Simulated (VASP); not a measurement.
Input of a VASP 6.6.1 run:

INCAR

```
PREC = Accurate ; ENCUT = 520
EDIFF = 1E-7 ; ISMEAR = -1
SIGMA = 0.05 ; LREAL = F
LASPH = T ; NELM = 150
ALGO = Normal ; ISIF = 2
LWAVE = F ; LCHARG = T
ISPIN = 2 ; MAGMOM = 1.7 1.7
LORBIT = 11 ; LMAXMIX = 4
GGA = B5 ; ALDAX = 1.0
AGGAX = 1.0 ; AGGAC = 1.0
ALDAC = 0.0 ; LELF = T
LVHAR = T ; NBANDS = 20
```

Contents of KPOINTS:

```
regular mesh
0
Gamma
  11 11 11
```

Contents of POSCAR:

```
Co
1.0
    0.0000000000      2.5781953392      2.5781953392
    2.5781953392      0.0000000000      2.5781953392
    2.5781953392      2.5781953392      0.0000000000
Co
2
Direct
    0.1250000000      0.1250000000      0.1250000000
    0.8750000000      0.8750000000      0.8750000000
```

Potentials or basis: VASP PAW PBE potentials, release 64 (Co).

Command:

```bash
$ cat potpaw_PBE.64/Co/POTCAR > POTCAR
$ mpirun -np 1 vasp_std > vasp.out
```

Question: Estimate the net moment.

Answer: 3.40 μB per cell.

Question: Predict the pressure.

Answer: -0.3 GPa.

Question: What does it give for the site moments?

Answer: Co +1.70 μB.

Caveat: the PAW data sets were made with another functional, which shifts forces and pressure a little.
